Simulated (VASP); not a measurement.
# Al2Cu (P-1) in VASP: single point with PBEsol

Aim: the single point of Al2Cu with PBEsol.

All numbers are computed with VASP 6.6.1; they aren't measurements. Logs are shortened: lines on timing, memory, paths and dates and some standing lists are left out, and cuts for length are marked.

## 1. The cell of the first run

The typed cell holds 9 atoms: a = 4.049 Å, b = 4.049 Å, c = 10.050 Å, α = 94.63°, β = 80.72°, γ = 120.00°.

## 2. Single point, PBEsol (the part above a cut slid along it)

File INCAR:

```
PREC = Accurate
ENCUT = 520
EDIFF = 1E-6
ISMEAR = 0
SIGMA = 0.15
LREAL = F
LASPH = T
NELM = 100
ALGO = Fast
ISIF = 2
LWAVE = F
LCHARG = F
GGA = PS
NBANDS = 36
KPAR = 4
```

File KPOINTS:

```
Automatic mesh
0
Gamma
  13 13 5
```

File POSCAR:

```
Al2Cu
1.0
   -2.0246315446      2.0246315446     -2.8630136682
   -2.0246315446     -2.0246315446      2.8630136682
   -0.8098526178      8.9083787960      4.5808218691
Al Cu
6 3
Direct
   -0.3666600000      0.0000000000      0.9166500000
    0.2333400000      0.6666666667      0.2499833333
    0.4333400000      0.3333333333      0.5833166667
    0.0333400000      0.6666666667      0.7499833333
    0.6333400000      0.3333333333      0.0833166667
   -0.1666600000      0.0000000000      0.4166500000
    0.3333400000      0.3333333333      0.8333166667
   -0.0666600000      0.0000000000      0.1666500000
    0.1333400000      0.6666666667      0.4999833333
```

Potentials or basis: VASP PAW PBE potentials, release 64 (Al, Cu).

Run with:

```
$ cat potpaw_PBE.64/Al/POTCAR potpaw_PBE.64/Cu/POTCAR > POTCAR
$ mpirun -np 4 vasp_std > vasp.out
```

OUTCAR:

```text
PREC = Accurate
   ENCUT = 520
   EDIFF = 1E-6
   ISMEAR = 0
   LREAL = F
   LASPH = T
   NELM = 100
   ISIF = 2
   GGA = PS

 ion  position               nearest neighbor table
   1  0.633  0.000  0.917-   5 2.06   7 2.48   7 2.48   7 2.48   4 2.86   4 2.86   4 2.86   8 2.96
                             5 3.29
   2  0.233  0.667  0.250-   8 2.48   8 2.48   9 2.48   8 2.48   5 2.86   6 2.86   5 2.86   5 2.86
                             6 2.86   6 2.86
   3  0.433  0.333  0.583-   7 2.48   9 2.48   9 2.48   9 2.48   4 2.86   6 2.86   4 2.86   4 2.86
                             6 2.86   6 2.86
   4  0.033  0.667  0.750-   9 2.48   7 2.48   7 2.48   7 2.48   3 2.86   1 2.86   3 2.86   3 2.86
                             1 2.86   1 2.86
   5  0.633  0.333  0.083-   1 2.06   8 2.48   8 2.48   8 2.48   2 2.86   2 2.86   2 2.86   7 2.96
                             1 3.29
   6  0.833  0.000  0.417-   9 2.48   9 2.48   8 2.48   9 2.48   2 2.86   3 2.86   2 2.86   3 2.86
                             2 2.86   3 2.86
   7  0.333  0.333  0.833-   1 2.48   1 2.48   3 2.48   4 2.48   1 2.48   4 2.48   4 2.48   5 2.96

   8  0.933  0.000  0.167-   5 2.48   2 2.48   5 2.48   2 2.48   6 2.48   5 2.48   2 2.48   1 2.96

   9  0.133  0.667  0.500-   6 2.48   6 2.48   4 2.48   2 2.48   3 2.48   6 2.48   3 2.48   3 2.48

  LATTYP: Found a base centered monoclinic cell.
 ALAT       =    25.1054300225
 B/A-ratio  =     0.2793590179
 C/A-ratio  =     0.4550551296
 COS(beta)  =    -0.9901483616

  Lattice vectors:

 A1 = (   0.8098526178, -12.9576418852,   1.1452054673)
 A2 = (   6.8837472516, -10.9330103406,  -1.7178082009)
 A3 = (  -2.8344841624,  10.9330103406,   1.7178082009)

Analysis of symmetry for initial positions (statically):
=====================================================================
 Subroutine PRICEL returns:
 Original cell was already a primitive cell.

 Routine SETGRP: Setting up the symmetry group for a
 base centered monoclinic supercell.

 Subroutine GETGRP returns: Found  2 space group operations
 (whereof  1 operations were pure point group operations)
 out of a pool of  4 trial point group operations.

The static configuration has the point symmetry C_1 .
 The point group associated with its full space group is S_2 .

Analysis of symmetry for dynamics (positions and initial velocities):
=====================================================================
 Subroutine PRICEL returns:
 Original cell was already a primitive cell.

 Routine SETGRP: Setting up the symmetry group for a
 base centered monoclinic supercell.

 Subroutine GETGRP returns: Found  2 space group operations
 (whereof  1 operations were pure point group operations)
 out of a pool of  4 trial point group operations.

The dynamic configuration has the point symmetry C_1 .
 The point group associated with its full space group is S_2 .

 Subroutine INISYM returns: Found  2 space group operations
 (whereof  1 operations are pure point group operations),
 and found     1 'primitive' translations

----------------------------------------------------------------------------------------

                                     Primitive cell

  volume of cell :     140.8305

  direct lattice vectors                    reciprocal lattice vectors
    -2.024631545  2.024631545 -2.863013668    -0.246958515  0.049391703 -0.139712920
    -2.024631545 -2.024631545  2.863013668    -0.246958515 -0.082319505  0.116427433
    -0.809852618  8.908378796  4.580821869     0.000000000  0.082319505  0.058213717

  length of vectors
     4.049087928  4.049087928 10.049826020     0.288006508  0.285167243  0.100823300

  position of ions in fractional coordinates (direct lattice)
     0.633340000  0.000000000  0.916650000
     0.233340000  0.666666667  0.249983333
     0.433340000  0.333333333  0.583316667
     0.033340000  0.666666667  0.749983333
     0.633340000  0.333333333  0.083316667
     0.833340000  0.000000000  0.416650000
     0.333340000  0.333333333  0.833316667
     0.933340000  0.000000000  0.166650000
     0.133340000  0.666666667  0.499983333

  ion indices of the primitive-cell ions
   primitive index   ion index
                 1           1
                 2           2
                 3           3
                 4           4
                 5           5
                 6           6
                 7           7
                 8           8
                 9           9

----------------------------------------------------------------------------------------

 KPOINTS: Automatic mesh

Automatic generation of k-mesh.
 Grid dimensions read from file:
 generate k-points for:   13   13    5

 Generating k-lattice:

  Cartesian coordinates                     Fractional coordinates (reciprocal lattice)
    -0.018996809  0.003799362 -0.010747148     0.076923077  0.000000000  0.000000000
    -0.018996809 -0.006332270  0.008955956     0.000000000  0.076923077  0.000000000
     0.000000000  0.016463901  0.011642743     0.000000000 -0.000000000  0.200000000

  Length of vectors
     0.022154347  0.021935942  0.020164660

  Shift w.r.t. Gamma in fractional coordinates (k-lattice)
     0.000000000  0.000000000  0.000000000

 Subroutine IBZKPT returns following result:
 ===========================================

 Found    423 irreducible k-points:

 Following reciprocal coordinates:
            Coordinates               Weight
  0.000000  0.000000  0.000000      1.000000
  0.076923  0.000000  0.000000      2.000000
  0.153846  0.000000  0.000000      2.000000
  0.230769  0.000000  0.000000      2.000000
  0.307692  0.000000  0.000000      2.000000
  0.384615  0.000000  0.000000      2.000000
[... 16 lines left out ...]
  0.153846  0.153846  0.000000      2.000000
  0.230769  0.153846  0.000000      2.000000
 [... further k-points ...]
   k-points           NKPTS =    423   k-points in BZ     NKDIM =    423   number of bands    NBANDS=     36
   number of dos      NEDOS =    301   number of ions     NIONS =      9
   total plane-waves  NPLWV =  72000
   dimension x,y,z NGX =    30 NGY =   30 NGZ =   80
   dimension x,y,z NGXF=    60 NGYF=   60 NGZF=  160
   ions per type =               6   3
   NGX,Y,Z   is equivalent  to a cutoff of  12.32, 12.32, 13.23 a.u.
   NGXF,Y,Z  is equivalent  to a cutoff of  24.63, 24.63, 26.47 a.u.
 SYSTEM =  unknown system
   PREC   = accura    normal or accurate (medium, high low for compatibility)
   ISTART =      0    job   : 0-new  1-cont  2-samecut
   ICHARG =      2    charge: 1-file 2-atom 10-const
   ISPIN  =      1    spin polarized calculation?
   LNONCOLLINEAR =      F non collinear calculations
   LSORBIT =      F    spin-orbit coupling
   LASPH  =      T    aspherical Exc in radial PAW
   ENCUT  =  520.0 eV  38.22 Ry    6.18 a.u.   7.53  7.53 18.69*2*pi/ulx,y,z
   NELM   =    100;   NELMIN=  2; NELMDL= -5     # of ELM steps
   EDIFF  = 0.1E-05   stopping-criterion for ELM
   LREAL  =      F    real-space projection
   EDIFFG = 0.1E-04   stopping-criterion for IOM
   NSW    =      0    number of steps for IOM
   IBRION =     -1    ionic relax: 0-MD 1-quasi-New 2-CG
   NFREE  =      0    steps in history (QN), initial steepest desc. (CG)
   ISIF   =      2    stress and relaxation
   ISYM   =      2    0-nonsym 1-usesym 2-fastsym
   POTIM  = 0.5000    time-step for ionic-motion
   TEBEG  =    0.0;   TEEND  =   0.0 temperature during run
   PSTRESS=    0.0 pullay stress
   NELECT =      51.0000    total number of electrons
   NUPDOWN=      -1.0000    fix difference up-down
   EMIN   =  10.00;   EMAX   =-10.00  energy-range for DOS
   EFERMI =   0.00;   METHOD = LEGACY
   ISMEAR =     0;   SIGMA  =   0.15  broadening in eV -4-tet -1-fermi 0-gaus
   EFERMI_NEDOS =   21; number of points for ismear=-14 and -15
   IALGO  =     68    algorithm
   IMIX   =      4    mixing-type and parameters
     AMIX     =   0.40;   BMIX     =  1.00
     AMIX_MAG =   1.60;   BMIX_MAG =  1.00
  volume/ion in A,a.u.               =      15.65       105.60
  Fermi-wavevector in a.u.,A,eV,Ry     =   1.166897  2.205116 18.526366  1.361650
  Thomas-Fermi vector in A             =   2.303405
   LORBIT       =      0    0 simple, 1 ext, 2 COOP (PROOUT), +10 PAW based schemes
   GGA     = PS    functional components
   LHFCALC =     F    Hartree Fock is set to
   AEXX    =    0.0000 exact exchange contribution
   IVDW    =     0    specifies the selected vdW correction
   LEPSILON=     F    determine dielectric tensor
   LRPA    =     F    only Hartree local field effects (RPA)
 non-spin polarized calculation
 RMM-DIIS sequential band-by-band and
 Gauss-broadening in eV      SIGMA  =   0.15
  energy-cutoff  :      520.00
  volume of cell :      140.83
 maximum number of plane-waves:      3825
 NGX is ok and might be reduce to    30
   NGX = 15   NGY = 15   NGZ = 37

 number of electron      51.0000041 magnetization

 Free energy of the ion-electron system (eV)
  ---------------------------------------------------
  ext. energy  EPLUGINS =         0.00000000
  ---------------------------------------------------
  free energy    TOTEN  =       -36.82656157 eV

  energy without entropy =      -36.79172908  energy(sigma->0) =      -36.80914532

 E-fermi :   7.0983     XC(G=0): -10.6375

 val. band max:        7.0972307646   @ k =  -0.3077   0.0000   0.4000
 cond. band min:       7.0995208603   @ k =  -0.0000   0.3846   0.0000
 fundamental gap:      0.0022900957
 Fermi energy:         7.0982577762

 k-point     1 :       0.0000    0.0000    0.0000
  band No.  band energies     occupation
      1      -3.2244      2.00000
      2      -1.7875      2.00000
      3      -1.7478      2.00000
      4       1.8458      2.00000
      5       1.8861      2.00000
      6       2.5154      2.00000
[... 28 lines left out ...]
     35      11.1381      0.00000
     36      11.2870      0.00000

 k-point     2 :       0.0769    0.0000    0.0000
  band No.  band energies     occupation
      1      -3.1520      2.00000
      2      -1.7862      2.00000
      3      -1.6093      2.00000
      4       1.7987      2.00000
      5       1.9631      2.00000
      6       2.5109      2.00000
[... 28 lines left out ...]
     35      11.5061      0.00000
     36      11.6910      0.00000

 k-point     3 :       0.1538    0.0000    0.0000
  band No.  band energies     occupation
      1      -2.9355      2.00000
      2      -1.6613      2.00000
      3      -1.3181      2.00000
      4       1.7711      2.00000
      5       2.0547      2.00000
      6       2.4759      2.00000
[... 28 lines left out ...]
     35      11.8979      0.00000
     36      12.3436      0.00000

 k-point     4 :       0.2308    0.0000    0.0000
  band No.  band energies     occupation
      1      -2.5779      2.00000
      2      -1.3992      2.00000
      3      -0.8991      2.00000
      4       1.7457      2.00000
      5       2.0966      2.00000
      6       2.4075      2.00000
[... 28 lines left out ...]
     35      12.2792      0.00000
     36      12.3914      0.00000

 k-point     5 :       0.3077    0.0000    0.0000
  band No.  band energies     occupation
      1      -2.0852      2.00000
      2      -1.0064      2.00000
      3      -0.3769      2.00000
      4       1.5950      2.00000
      5       2.0483      2.00000
      6       2.2931      2.00000
[... 655 lines left out ...]
 k-point    22 :       0.0769    0.1538    0.0000
  band No.  band energies     occupation
      1      -2.7292      2.00000
      2      -1.3815      2.00000
      3      -1.1959      2.00000
      4       1.8878      2.00000
      5       2.0128      2.00000
      6       2.4326      2.00000
[... 28 lines left out ...]
     35      11.7737      0.00000
     36      11.9216      0.00000

 k-point    23 :       0.1538    0.1538    0.0000
  band No.  band energies     occupation
      1      -2.3768      2.00000
      2      -1.1280      2.00000
      3      -0.7795      2.00000
      4       1.8307      2.00000
      5       2.0210      2.00000
      6       2.3885      2.00000
[... 28 lines left out ...]
     35      12.0262      0.00000
     36      12.2977      0.00000

 k-point    24 :       0.2308    0.1538    0.0000
  band No.  band energies     occupation
      1      -1.8900      2.00000
      2      -0.7482      2.00000
      3      -0.2580      2.00000
      4       1.6636      2.00000
      5       1.9556      2.00000
      6       2.2784      2.00000
[... 28 lines left out ...]
     35      12.1050      0.00000
     36      12.2851      0.00000

 [... further k-points ...]

------------------------ aborting loop because EDIFF is reached ----------------------------------------

  FORCE on cell =-STRESS in cart. coord.  units (eV):
  Direction    XX          YY          ZZ          XY          YZ          ZX
  --------------------------------------------------------------------------------------
  -------------------------------------------------------------------------------------
  Total        3.4303427     -1.1785498      9.9146845     -1.4328403      3.5864340     -4.2253362
  in kB       39.0257653    -13.4079341    112.7957706    -16.3009041     40.8015589    -48.0701177
  external PRESSURE =      46.1378673 kB  Pullay stress =       0.0000000 kB

 VOLUME and BASIS-vectors are now :
 -----------------------------------------------------------------------------
  energy-cutoff  :      520.00
  volume of cell :      140.83
      direct lattice vectors                 reciprocal lattice vectors
    -2.024631545  2.024631545 -2.863013668    -0.246958515  0.049391703 -0.139712920
    -2.024631545 -2.024631545  2.863013668    -0.246958515 -0.082319505  0.116427433
    -0.809852618  8.908378796  4.580821869     0.000000000  0.082319505  0.058213717

 POSITION                                       TOTAL-FORCE (eV/Angst)
 -----------------------------------------------------------------------------------
     -2.02463      9.44815      2.38575         2.700556     -2.076308     -5.388981
     -2.02463      1.34962      2.38575         0.092485     -0.116520     -0.057667
     -2.02463      5.39888      2.38575         0.009512      0.002399     -0.031116
     -2.02463      5.39888      5.24876        -0.092485      0.116520      0.057667
     -2.02463      1.34962     -0.47726        -2.700556      2.076308      5.388981
     -2.02463      5.39888     -0.47726        -0.009512     -0.002399      0.031116
     -2.02463      7.42351      3.81726        -0.149563      0.372946      0.146645
     -2.02463      3.37425     -1.90877         0.149563     -0.372946     -0.146645
     -2.02463      3.37425      3.81726         0.000000     -0.000000      0.000000
 -----------------------------------------------------------------------------------
    total drift:                               -0.000000      0.000000      0.000000

  FREE ENERGIE OF THE ION-ELECTRON SYSTEM (eV)
  ---------------------------------------------------
  free  energy   TOTEN  =       -36.8265615728 eV

  energy  without entropy=      -36.7917290758  energy(sigma->0) =      -36.80914532
```

Run time: 21 min. Hardware: 4 MPI ranks of Oxide Virtual Turin-like, shared host; peak memory 1.5 GiB.

What came out:

| Quantity | Value |
| --- | --- |
| Free energy | -36.8266 eV |
| Pressure | 4.6 GPa |
| Largest force | 6.375 eV/Å |
| Band gap on the k mesh | zero (an odd number of electrons rules out a gap without spin polarisation) |

Forces in eV/Å, atoms in the order of the input:
```
Al   2.701 -2.076 -5.389
Al   0.092 -0.117 -0.058
Al   0.010  0.002 -0.031
Al  -0.092  0.117  0.058
Al  -2.701  2.076  5.389
Al  -0.010 -0.002  0.031
Cu  -0.150  0.373  0.147
Cu   0.150 -0.373 -0.147
Cu   0.000  0.000  0.000
```

Stress tensor (GPa, compression positive):
```
 3.90 -1.63 -4.81
-1.63 -1.34  4.08
-4.81  4.08 11.28
```

Levels at points of the mesh, in eV from the Fermi level:
```csv
k point,band 22,band 23,band 24,band 25,band 26,band 27,band 28,band 29,band 30,band 31
"(0.00, 0.00, 0.00)",0.91,1.17,1.54,1.73,2.01,2.31,2.90,2.97,3.17,3.25
```

Caveat: the cell differs from its parent crystal (the part above a cut slid along it); the stress differs along the axes, from -1 to 11 GPa; the PAW data sets were made with another functional, which shifts forces and pressure a little.
